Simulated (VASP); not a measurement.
Input of a VASP 6.6.1 run:

Contents of INCAR:

```
PREC = Accurate
ENCUT = 520
EDIFF = 1E-6
ISMEAR = 0
SIGMA = 0.05
LREAL = False
LASPH = True
NELM = 80
ALGO = Normal
ISIF = 2
LWAVE = False
LCHARG = False
GGA = PE
NBANDS = 26
ISYM = 0
```

Contents of KPOINTS:

```
regular mesh
0
Gamma
  8 8 3
```

POSCAR

```
AlN
1.0
   -3.1302395629      0.0000000000      0.0000000000
   -1.5651197814     -2.7108669814      0.0000000000
   -1.5651197814      0.0000000000     10.0359593112
Al N
4 4
Direct
   -0.1189738460      0.3333333333      0.9046143587
    0.1310261540      0.3333333333      0.4046143587
    0.5893594873      0.6666666667      0.1546143587
    0.3393594873      0.6666666667      0.6546143587
    0.2856405127      0.3333333333      0.0953856413
    0.0356405127      0.3333333333      0.5953856413
    0.4939738460      0.6666666667      0.3453856413
    0.2439738460      0.6666666667      0.8453856413
```

Potentials or basis: VASP PAW PBE potentials, release 64 (Al, N).

Launch:

```bash
$ cat potpaw_PBE.64/Al/POTCAR potpaw_PBE.64/N/POTCAR > POTCAR
$ mpirun -np 1 vasp_std > vasp.out
```

Estimate the band gap on the k mesh.

3.02 eV.

What does it give for the largest force?

1.275 eV/Å.

Stress tensor (GPa, compression positive):
```
-9.89  0.00  0.00
 0.00 -0.10  2.43
 0.00  2.43  5.57
```

Caveat: the cell differs from its parent crystal (the part above a cut slid along it); the stress differs along the axes, from -10 to 6 GPa; forces of over 1 eV/Å act on the atoms, so gaps and moduli don't describe the material at rest. A k mesh can miss the band edges.
